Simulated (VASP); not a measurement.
**NaF: single point with PBE**

The system is NaF.

```xyz
2
Lattice="0.0000 2.2517 2.2517 2.2517 0.0000 2.2517 2.2517 2.2517 0.0000" Properties=species:S:1:pos:R:3 pbc="T T T"
Na    0.0000    0.0000    0.0000
F     2.2517    2.2517    2.2517
```

This cell differs from its parent crystal: volume scaled by 0.88.

* Program: VASP 6.6.1
* Task: single point
* Functional: PBE
* Potentials or basis: VASP PAW PBE potentials, release 64 (Na_pv, F)
* Cutoff: 520 eV
* k mesh: 8 × 8 × 8
* Occupations: gaussian, width 0.02 eV
* Spin: no spin polarisation

| Item | Value |
| --- | --- |
| Pressure | 7.7 GPa |
| Band gap on the k mesh | 6.79 eV, direct |

Levels at points of the mesh, in eV from the valence-band top:
```
           k point  band 4  band 5  band 6  band 7  band 8  band 9  band 10  band 11
(0.00, 0.00, 0.00)  -18.70    0.00    0.00    0.00    6.79   19.59    19.59    19.59
(0.50, 0.00, 0.00)  -17.94   -1.78   -0.30   -0.30   11.33   13.22    21.06    21.06
(0.50, 0.50, 0.00)  -18.77   -1.41   -0.45   -0.45   13.59   13.89    14.48    20.92
```

It took 6.6 s on 1 thread of AMD EPYC 7R13 Processor (Zen 3), with other jobs on the host, peak memory 0.1 GiB.
